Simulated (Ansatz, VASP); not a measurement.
**One calculation of MgO, two programs**

```xyz
4
Lattice="2.9520 0.0000 0.0000 -1.4760 2.5565 0.0000 0.0000 0.0000 5.1425" Properties=species:S:1:pos:R:3 pbc="T T T"
Mg    0.0000    0.0000    0.0000
Mg    0.0000    0.0000    2.5713
O     0.0000    1.7043    1.2856
O     1.4760    0.8522    3.8569
```

Alike in both runs: task single point; functional r2SCAN; k mesh 9 × 9 × 4; no spin polarisation.

|  | VASP | Ansatz |
| --- | --- | --- |
| version | VASP 6.6.1 | Ansatz 0.2.0 |
| potentials or method | VASP PAW PBE potentials, release 64 (Mg, O) | plane waves, PAW |
| plane-wave cutoff (eV) | 520 | 500 |
| occupations | gaussian, width 0.01 eV | fixed |
| valence electrons in the cell | 16 | 32 |

VASP gave:

```
gap on the k mesh at the Fermi level (eV)                     : 5.03
pressure (GPa)                                                : -5.6
traceless stress, the component that is largest in VASP (GPa) : -0.33
```

What did Ansatz give for the same quantities?

gap on the k mesh at the Fermi level (eV): 5.05; pressure (GPa): -4.5; traceless stress, the component that is largest in VASP (GPa): -0.28.

VASP's potentials were made for PBE, not for r2SCAN. VASP's potentials hold 16 valence electrons a cell and Ansatz's 32, so a difference there can come from the potentials and not from the codes.
